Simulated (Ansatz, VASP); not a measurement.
## Ge: VASP beside Ansatz

The input INCAR:

```
SYSTEM = Ge
PREC = Accurate ; ENCUT = 520
EDIFF = 1E-7 ; ISMEAR = -1
SIGMA = 0.05 ; LREAL = .False.
LASPH = .True. ; NELM = 60
ALGO = Normal ; ISIF = 2
LWAVE = .False. ; LCHARG = .False.
GGA = RE ; IVDW = 12
NBANDS = 21
```

The input KPOINTS:

```
regular mesh
0
Gamma
  8 8 8
  0 0 0
```

POSCAR

```
Ge
1.0
    0.0000000000      2.8289100000      2.8289100000
    2.8289100000      0.0000000000      2.8289100000
    2.8289100000      2.8289100000      0.0000000000
Ge
2
Direct
    0.7500000000      0.7500000000      0.7500000000
    0.5000000000      0.5000000000      0.5000000000
```

input.yaml

```yaml
crystal:
  lattice:
    - [0.0, 2.82891, 2.82891]
    - [2.82891, 0.0, 2.82891]
    - [2.82891, 2.82891, 0.0]
  atoms:
    - { symbol: Ge, position: [0.75, 0.75, 0.75] }
    - { symbol: Ge, position: [0.5, 0.5, 0.5] }
hamiltonian:
  xc: revpbe
  pseudopotentials: { kind: paw }
  dispersion: d3bj
kpoints:
  mp_grid: { grid: [8, 8, 8] }
scf:
  occupations: { method: fermi_dirac, width: 0.05 }
output:
  forces: true
  stress: true
  eigenvalues: true
  write_density: true
  write_potential: true
  elf: true
  volumetric_format: npy
```

Alike in both runs: task single point; functional revPBE; dispersion D3(BJ); k mesh 8 × 8 × 8; occupations fermi-dirac, width 0.05 eV; no spin polarisation.

|  | VASP | Ansatz |
| --- | --- | --- |
| version | VASP 6.6.1 | Ansatz 0.2.0 |
| potentials or method | VASP PAW PBE potentials, release 64 (Ge_d) | Ansatz PAW |
| plane-wave cutoff (eV) | 520 | 420 |
| valence electrons in the cell | 28 | 28 |

```tsv
	VASP	Ansatz	Ansatz less VASP
gap on the k mesh at the Fermi level (eV)	0.12	0.11	-0.012
least direct gap on the mesh (eV)	0.12	0.11	-0.012
pressure (GPa)	0.6	0.7	+0.18
```

VASP's potentials were made for PBE, not for revPBE.
